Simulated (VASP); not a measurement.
Here is a VASP 6.6.1 calculation.

File POSCAR:

```
BN
1.0
    2.5539396017      0.0000000000      0.0000000000
   -1.2769698009      2.2117765748      0.0000000000
    0.0000000000      0.0000000000      4.2268550000
B N
2 2
Direct
    0.6666666667      0.3333333333      0.9997240000
    0.3333333333      0.6666666667      0.4997240000
    0.6666666667      0.3333333333      0.5720449334
    0.3333333333      0.6666666667      0.1252760000
```

Contents of INCAR.step1:

```
SYSTEM = BN
PREC = Accurate ; ENCUT = 520
ISMEAR = 0 ; SIGMA = 0.05
LREAL = .FALSE. ; LASPH = .TRUE.
NELM = 60 ; NBANDS = 16
GGA = PE ; ALGO = Normal
EDIFF = 1E-4 ; LWAVE = .TRUE.
LCHARG = .FALSE.
```

Contents of INCAR.step2:

```
SYSTEM = BN
PREC = Accurate ; ENCUT = 520
EDIFF = 1E-6 ; ISMEAR = 0
SIGMA = 0.05 ; LREAL = .FALSE.
LASPH = .TRUE. ; NELM = 60
ALGO = Normal ; ISIF = 2
LWAVE = .FALSE. ; LCHARG = .FALSE.
METAGGA = R2SCAN ; LMIXTAU = .TRUE.
NBANDS = 16 ; ISTART = 1
```

KPOINTS

```
regular mesh
0
G
  12 12 6
  0 0 0
```

Potentials or basis: VASP PAW PBE potentials, release 64 (B, N).

Run with:

```console
$ cat potpaw_PBE.64/B/POTCAR potpaw_PBE.64/N/POTCAR > POTCAR
$ cp INCAR.step1 INCAR
$ mpirun -np 1 vasp_std > vasp.out
$ cp INCAR.step2 INCAR
$ mpirun -np 1 vasp_std > vasp.out
```

(1) Estimate the largest force.

(2) What does it give for the band gap on the k mesh?

## Answers

(1) 6.680 eV/Å.

(2) 5.55 eV, indirect (least direct gap 7.03 eV).

Caveat: the cell differs from its parent crystal (atom 3 (N) moved by (+0.000, -0.225) A along x and z); the PAW data sets were made with another functional, which shifts forces and pressure a little.
